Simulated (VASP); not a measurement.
# Al26N27 (a cell with a defect) in VASP: single point with PBE

Aim: the single point of Al26N27 (a cell with a defect) with PBE.

All numbers are computed with VASP 6.6.1; they aren't measurements. Logs are shortened: lines on timing, memory, paths and dates and some standing lists are left out, and cuts for length are marked.

**1. The cell of the first run**

The cell holds a defect, 53 atoms: a = 8.354 Å, b = 8.354 Å, c = 8.354 Å, α = 60.00°, β = 60.00°, γ = 60.00°.

**2. Single point, PBE, collinear spin (atoms taken out, then relaxed in part)**

INCAR

```
  ALGO = Normal
  EDIFF = 1E-7
  ENCUT = 520
  GGA = PE
  ISIF = 2
  ISMEAR = -1
  ISPIN = 2
  LASPH = True
  LCHARG = False
  LORBIT = 11
  LREAL = Auto
  LWAVE = False
  MAGMOM = 0 0 0 0 0 0 0 0 0 0 0 0 0 0 0 0 0 0 0 0 0 0 0 0 0 0 0 0 0.5 0 0 0 0.5 0 0.5 0 0 0 0 0 0 0 0 0 0.5 0 0.5 0 0 0 0.5 0 0
  NBANDS = 142
  NELECT = 214.0
  NELM = 150
  PREC = Accurate
  SIGMA = 0.01
```

KPOINTS

```
k-points
0
Gamma
  3 3 3
```

POSCAR

```
Al26N27
1.0
    0.0000000000      5.9070000000      5.9070000000
    5.9070000000      0.0000000000      5.9070000000
    5.9070000000      5.9070000000      0.0000000000
Al N
26 27
Direct
    0.0000000000      0.0000000000      0.3250366759
    0.0000000000      0.0000000000      0.6749633241
    0.0000000000      0.3250366759      0.0000000000
   -0.0008507519      0.3336169173      0.3336169173
    0.0000000000      0.3250366759      0.6749633241
    0.0000000000      0.6749633241      0.0000000000
    0.0000000000      0.6749633241      0.3250366759
    0.0008507519      0.6663830827      0.6663830827
    0.3250366759      0.0000000000      0.0000000000
    0.3336169173     -0.0008507519      0.3336169173
    0.3250366759      0.0000000000      0.6749633241
    0.3336169173      0.3336169173     -0.0008507519
    0.3336169173      0.3336169173      0.3336169173
    0.3337833558      0.3337833558      0.6662166442
    0.3250366759      0.6749633241      0.0000000000
    0.3337833558      0.6662166442      0.3337833558
    0.3337833558      0.6662166442      0.6662166442
    0.6749633241      0.0000000000      0.0000000000
    0.6749633241      0.0000000000      0.3250366759
    0.6663830827      0.0008507519      0.6663830827
    0.6749633241      0.3250366759      0.0000000000
    0.6662166442      0.3337833558      0.3337833558
    0.6662166442      0.3337833558      0.6662166442
    0.6663830827      0.6663830827      0.0008507519
    0.6662166442      0.6662166442      0.3337833558
    0.6663830827      0.6663830827      0.6663830827
    0.1669377597      0.1669377597      0.1669377597
    0.1669377597      0.1669377597      0.4991867210
    0.1729681469      0.1729681469      0.8270318531
    0.1669377597      0.4991867210      0.1669377597
    0.1658808523      0.5000000000      0.5000000000
    0.1658808523      0.5000000000      0.8341191477
    0.1729681469      0.8270318531      0.1729681469
    0.1658808523      0.8341191477      0.5000000000
    0.1729681469      0.8270318531      0.8270318531
    0.4991867210      0.1669377597      0.1669377597
    0.5000000000      0.1658808523      0.5000000000
    0.5000000000      0.1658808523      0.8341191477
    0.5000000000      0.5000000000      0.1658808523
    0.5000000000      0.5000000000      0.5000000000
    0.5000000000      0.5000000000      0.8341191477
    0.5000000000      0.8341191477      0.1658808523
    0.5000000000      0.8341191477      0.5000000000
    0.5008132790      0.8330622403      0.8330622403
    0.8270318531      0.1729681469      0.1729681469
    0.8341191477      0.1658808523      0.5000000000
    0.8270318531      0.1729681469      0.8270318531
    0.8341191477      0.5000000000      0.1658808523
    0.8341191477      0.5000000000      0.5000000000
    0.8330622403      0.5008132790      0.8330622403
    0.8270318531      0.8270318531      0.1729681469
    0.8330622403      0.8330622403      0.5008132790
    0.8330622403      0.8330622403      0.8330622403
```

Potentials or basis: VASP PAW PBE potentials, release 64 (Al, N).

Run with:

```console
$ cat potpaw_PBE.64/Al/POTCAR potpaw_PBE.64/N/POTCAR > POTCAR
$ mpirun -np 1 vasp_std > vasp.out
```

OUTCAR:

```text
EDIFF = 1E-7
   ENCUT = 520
   GGA = PE
   ISIF = 2
   ISMEAR = -1
   ISPIN = 2
   LASPH = True
   LORBIT = 11
   LREAL = Auto
   NELECT = 214.0
   NELM = 150
   PREC = Accurate

 ion  position               nearest neighbor table
   1  0.000  0.000  0.325-  33 1.92  45 1.92  52 1.97  27 1.97  46 2.01  34 2.01   9 2.72  19 2.72
                             3 2.72   7 2.72  16 2.79  22 2.79  10 2.82   4 2.82  20 2.82   8 2.82
   2  0.000  0.000  0.675-  35 1.92  47 1.92  28 1.97  53 1.97  34 2.01  46 2.01  11 2.72  18 2.72
                             5 2.72   6 2.72  17 2.79  23 2.79  20 2.82   8 2.82  10 2.82   4 2.82
   3  0.000  0.325  0.000-  29 1.92  45 1.92  50 1.97  27 1.97  48 2.01  32 2.01   9 2.72  21 2.72
                             1 2.72   5 2.72  14 2.79  22 2.79  12 2.82   4 2.82   8 2.82  24 2.82
   4  0.999  0.334  0.334-  46 1.97  48 1.97  49 1.97  27 1.97  30 1.97  28 1.97  22 2.78  23 2.78
                            25 2.78  10 2.79  12 2.79  13 2.79   1 2.82   3 2.82   2 2.82   6 2.82
   5  0.000  0.325  0.675-  29 1.92  47 1.92  28 1.97  50 1.97  49 2.01  31 2.01  11 2.72  21 2.72
                             2 2.72   3 2.72  14 2.79  23 2.79  13 2.82  26 2.82   4 2.82   8 2.82
   6  0.000  0.675  0.000-  35 1.92  51 1.92  30 1.97  53 1.97  32 2.01  48 2.01  15 2.72  18 2.72
                             2 2.72   7 2.72  17 2.79  25 2.79  24 2.82   8 2.82  12 2.82   4 2.82
   7  0.000  0.675  0.325-  33 1.92  51 1.92  30 1.97  52 1.97  31 2.01  49 2.01  15 2.72  19 2.72
                             1 2.72   6 2.72  16 2.79  25 2.79  13 2.82  26 2.82   4 2.82   8 2.82
   8  0.001  0.666  0.666-  32 1.97  34 1.97  31 1.97  53 1.97  52 1.97  50 1.97  17 2.78  16 2.78
                            14 2.78  20 2.79  24 2.79  26 2.79   2 2.82   6 2.82   3 2.82   1 2.82
   9  0.325  0.000  0.000-  29 1.92  33 1.92  44 1.97  27 1.97  42 2.01  38 2.01  11 2.72  15 2.72
[... 48 lines left out ...]
  40  0.500  0.500  0.500-  14 1.96  16 1.96  17 1.96  22 1.96  23 1.96  25 1.96
  41  0.500  0.500  0.834-  26 1.97  12 1.97  23 1.97  17 1.97  15 2.01  21 2.01
  42  0.500  0.834  0.166-  10 1.97  24 1.97  16 1.97  25 1.97   9 2.01  18 2.01
  43  0.500  0.834  0.500-  26 1.97  10 1.97  25 1.97  17 1.97  11 2.01  19 2.01
  44  0.501  0.833  0.833-  26 1.97  24 1.97  20 1.97  15 1.97  11 1.97   9 1.97
  45  0.827  0.173  0.173-  22 1.90   3 1.92  19 1.92  21 1.92   1 1.92
  46  0.834  0.166  0.500-   4 1.97  20 1.97  22 1.97  23 1.97   1 2.01   2 2.01
  47  0.827  0.173  0.827-  23 1.90   5 1.92  18 1.92  21 1.92   2 1.92
  48  0.834  0.500  0.166-   4 1.97  24 1.97  22 1.97  25 1.97   6 2.01   3 2.01
  49  0.834  0.500  0.500-  26 1.97   4 1.97  25 1.97  23 1.97   7 2.01   5 2.01
  50  0.833  0.501  0.833-  26 1.97  24 1.97   8 1.97   5 1.97  21 1.97   3 1.97
  51  0.827  0.827  0.173-  25 1.90   7 1.92  18 1.92  19 1.92   6 1.92
  52  0.833  0.833  0.501-  26 1.97  20 1.97   8 1.97   7 1.97  19 1.97   1 1.97
  53  0.833  0.833  0.833-   8 1.97  20 1.97  24 1.97  18 1.97   6 1.97   2 1.97

  LATTYP: Found a face centered cubic cell.
 ALAT       =    11.8140000000

  Lattice vectors:

 A1 = (   0.0000000000,   5.9070000000,   5.9070000000)
 A2 = (   5.9070000000,   0.0000000000,   5.9070000000)
 A3 = (   5.9070000000,   5.9070000000,   0.0000000000)

Analysis of symmetry for initial positions (statically):
=====================================================================
 Subroutine PRICEL returns:
 Original cell was already a primitive cell.

 Routine SETGRP: Setting up the symmetry group for a
 face centered cubic supercell.

 Subroutine GETGRP returns: Found 48 space group operations
 (whereof 48 operations were pure point group operations)
 out of a pool of 48 trial point group operations.

The static configuration has the point symmetry O_h .

Analysis of symmetry for dynamics (positions and initial velocities):
=====================================================================
 Subroutine PRICEL returns:
 Original cell was already a primitive cell.

 Routine SETGRP: Setting up the symmetry group for a
 face centered cubic supercell.

 Subroutine GETGRP returns: Found 48 space group operations
 (whereof 48 operations were pure point group operations)
 out of a pool of 48 trial point group operations.

The dynamic configuration has the point symmetry O_h .

Analysis of structural, dynamic, and magnetic symmetry:
=====================================================================
 Subroutine PRICEL returns:
 Original cell was already a primitive cell.

 Routine SETGRP: Setting up the symmetry group for a
 face centered cubic supercell.
[... 184 lines left out ...]
   ENCUT  =  520.0 eV  38.22 Ry    6.18 a.u.  15.53 15.53 15.53*2*pi/ulx,y,z
   NELM   =    150;   NELMIN=  2; NELMDL= -5     # of ELM steps
   EDIFF  = 0.1E-06   stopping-criterion for ELM
   LREAL  =      T    real-space projection
   EDIFFG = 0.1E-05   stopping-criterion for IOM
   NSW    =      0    number of steps for IOM
   IBRION =     -1    ionic relax: 0-MD 1-quasi-New 2-CG
   NFREE  =      0    steps in history (QN), initial steepest desc. (CG)
   ISIF   =      2    stress and relaxation
   ISYM   =      2    0-nonsym 1-usesym 2-fastsym
   POTIM  = 0.5000    time-step for ionic-motion
   TEBEG  =    0.0;   TEEND  =   0.0 temperature during run
   PSTRESS=    0.0 pullay stress
   NELECT =     214.0000    total number of electrons
   NUPDOWN=      -1.0000    fix difference up-down
   EMIN   =  10.00;   EMAX   =-10.00  energy-range for DOS
   EFERMI =   0.00;   METHOD = LEGACY
   ISMEAR =    -1;   SIGMA  =   0.01  broadening in eV -4-tet -1-fermi 0-gaus
   EFERMI_NEDOS =   21; number of points for ismear=-14 and -15
   IALGO  =     38    algorithm
   IMIX   =      4    mixing-type and parameters
     AMIX     =   0.40;   BMIX     =  1.00
     AMIX_MAG =   1.60;   BMIX_MAG =  1.00
  volume/ion in A,a.u.               =       7.78        52.49
  Fermi-wavevector in a.u.,A,eV,Ry     =   1.315737  2.486383 23.553918  1.731164
  Thomas-Fermi vector in A             =   2.445899
   LORBIT       =     11    0 simple, 1 ext, 2 COOP (PROOUT), +10 PAW based schemes
   GGA     = PE    functional components
   LHFCALC =     F    Hartree Fock is set to
   AEXX    =    0.0000 exact exchange contribution
   IVDW    =     0    specifies the selected vdW correction
   LEPSILON=     F    determine dielectric tensor
   LRPA    =     F    only Hartree local field effects (RPA)
 spin polarized calculation
  energy-cutoff  :      520.00
  volume of cell :      412.22
 maximum number of plane-waves:     11146
 NGX is ok and might be reduce to    64
   NGX = 31   NGY = 31   NGZ = 31

 number of electron     214.0000020 magnetization       0.7330376

 Free energy of the ion-electron system (eV)
  ---------------------------------------------------
  ext. energy  EPLUGINS =         0.00000000
  ---------------------------------------------------
  free energy    TOTEN  =      -367.73615095 eV

  energy without entropy =     -367.72776796  energy(sigma->0) =     -367.73195946

 E-fermi :  10.5303     XC(G=0): -12.5523

 val. band max:       10.5262267483   @ k =   0.3333   0.3333   0.0000
 cond. band min:      10.5336778003   @ k =  -0.3333   0.3333   0.0000
 fundamental gap:      0.0074510520
 Fermi energy:        10.5303050578

 spin component 1

 k-point     1 :       0.0000    0.0000    0.0000
  band No.  band energies     occupation
      1      -7.6872      1.00000
      2      -5.6310      1.00000
      3      -5.5156      1.00000
      4      -5.5156      1.00000
      5      -5.5156      1.00000
      6      -5.4210      1.00000
[... 477 lines left out ...]
    118      18.2936      0.00000
    119      18.3827      0.00000
 Fermi energy:        10.5303050578

 spin component 2

 k-point     1 :       0.0000    0.0000    0.0000
  band No.  band energies     occupation
      1      -7.6662      1.00000
      2      -5.6158      1.00000
      3      -5.4953      1.00000
      4      -5.4953      1.00000
      5      -5.4953      1.00000
      6      -5.4017      1.00000
[... 477 lines left out ...]
    118      18.2987      0.00000
    119      18.3933      0.00000
 [bands above 119 left out]

------------------------ aborting loop because EDIFF is reached ----------------------------------------

  FORCE on cell =-STRESS in cart. coord.  units (eV):
  Direction    XX          YY          ZZ          XY          YZ          ZX
  --------------------------------------------------------------------------------------
  -------------------------------------------------------------------------------------
  Total       87.5376904     87.5376904     87.5376904     -0.0000000     -0.0000000      0.0000000
  in kB      340.2316868    340.2316868    340.2316868     -0.0000000     -0.0000000      0.0000000
  external PRESSURE =     340.2316868 kB  Pullay stress =       0.0000000 kB

 VOLUME and BASIS-vectors are now :
 -----------------------------------------------------------------------------
  energy-cutoff  :      520.00
  volume of cell :      412.22
      direct lattice vectors                 reciprocal lattice vectors
     0.000000000  5.907000000  5.907000000    -0.084645336  0.084645336  0.084645336
     5.907000000  0.000000000  5.907000000     0.084645336 -0.084645336  0.084645336
     5.907000000  5.907000000  0.000000000     0.084645336  0.084645336 -0.084645336

 POSITION                                       TOTAL-FORCE (eV/Angst)
 -----------------------------------------------------------------------------------
      1.91999      1.91999      0.00000         0.000002      0.000002     -0.000000
      3.98701      3.98701      0.00000        -0.000002     -0.000002     -0.000000
      1.91999      0.00000      1.91999         0.000002      0.000000      0.000002
      3.94135      7.87265      7.87265         0.002232     -0.002232     -0.002232
      5.90700      3.98701      1.91999        -0.000000     -0.000002      0.000002
      3.98701      0.00000      3.98701        -0.000002      0.000000     -0.000002
[... 45 lines left out ...]
      7.87920      7.87920      9.84180         0.000588      0.000588     -0.000588
      9.84180      9.84180      9.84180        -0.000588     -0.000588     -0.000588
 -----------------------------------------------------------------------------------
    total drift:                               -0.000000     -0.000000      0.000000

  FREE ENERGIE OF THE ION-ELECTRON SYSTEM (eV)
  ---------------------------------------------------
  free  energy   TOTEN  =      -367.7361509486 eV

  energy  without entropy=     -367.7277679624  energy(sigma->0) =     -367.73195946

 total charge

# of ion       s       p       d       tot
------------------------------------------
    1        0.331   0.449   0.000   0.780
    2        0.331   0.449   0.000   0.780
    3        0.331   0.449   0.000   0.780
    4        0.331   0.450   0.000   0.781
    5        0.331   0.449   0.000   0.780
    6        0.331   0.449   0.000   0.780
[... 45 lines left out ...]
   52        1.228   2.718   0.000   3.946
   53        1.228   2.718   0.000   3.946
--------------------------------------------------
tot         41.874  84.852   0.000 126.726

 magnetization (x)

# of ion       s       p       d       tot
------------------------------------------
    1       -0.000  -0.000   0.000  -0.001
    2       -0.000  -0.000   0.000  -0.001
    3       -0.000  -0.000   0.000  -0.001
    4       -0.000   0.000   0.000  -0.000
    5       -0.000  -0.000   0.000  -0.001
    6       -0.000  -0.000   0.000  -0.001
[... 45 lines left out ...]
   52        0.000   0.011   0.000   0.012
   53        0.000   0.011   0.000   0.012
--------------------------------------------------
tot          0.005   0.560   0.000   0.565
```

It took 29 min on 1 thread of Oxide Virtual Turin-like, shared host; peak memory 0.91 GiB.

What came out:

| Quantity | Value |
| --- | --- |
| Free energy | -367.7362 eV |
| Largest force | 0.015 eV/Å |
| Net moment | 0.73 μB per cell |
| Site moments | Al -0.00, +0.00 (each value once); N +0.01, +0.04, +0.02, +0.00 (each value once) μB |
| Valence electrons inside the program's atomic spheres | Al 0.78, 0.81 (each value once); N 3.95, 3.93, 3.96 (each value once) |

Forces in eV/Å, atoms in the order of the input:
```
Al   0.000  0.000  0.000
Al   0.000  0.000  0.000
Al   0.000  0.000  0.000
Al   0.002 -0.002 -0.002
Al   0.000  0.000  0.000
Al   0.000  0.000  0.000
Al   0.000  0.000  0.000
Al  -0.002  0.002  0.002
Al   0.000  0.000  0.000
Al  -0.002  0.002 -0.002
Al   0.000  0.000  0.000
Al  -0.002 -0.002  0.002
Al   0.002  0.002  0.002
Al   0.000  0.000  0.015
Al   0.000  0.000  0.000
Al   0.000  0.015  0.000
Al  -0.015  0.000  0.000
Al   0.000  0.000  0.000
Al   0.000  0.000  0.000
Al   0.002 -0.002  0.002
Al   0.000  0.000  0.000
Al   0.015  0.000  0.000
Al   0.000 -0.015  0.000
Al   0.002  0.002 -0.002
Al   0.000  0.000 -0.015
Al  -0.002 -0.002 -0.002
N    0.001  0.001  0.001
N   -0.001 -0.001  0.001
N    0.000  0.000  0.003
N   -0.001  0.001 -0.001
N    0.000 -0.003 -0.003
N    0.003  0.000 -0.003
N    0.000  0.003  0.000
N    0.003 -0.003  0.000
N   -0.003  0.000  0.000
N    0.001 -0.001 -0.001
N   -0.003  0.000 -0.003
N    0.000  0.003 -0.003
N   -0.003 -0.003  0.000
N    0.000  0.000  0.000
N    0.003  0.003  0.000
N    0.000 -0.003  0.003
N    0.003  0.000  0.003
N   -0.001  0.001  0.001
N    0.003  0.000  0.000
N   -0.003  0.003  0.000
N    0.000 -0.003  0.000
N   -0.003  0.000  0.003
N    0.000  0.003  0.003
N    0.001 -0.001  0.001
N    0.000  0.000 -0.003
N    0.001  0.001 -0.001
N   -0.001 -0.001 -0.001
```

Caveat: the cell carries a net charge on a neutralising background, which shifts energy and pressure; the cell differs from its parent crystal (atoms taken out, then relaxed in part); the cell is charged against a uniform background, so pressure and absolute levels hang on convention.
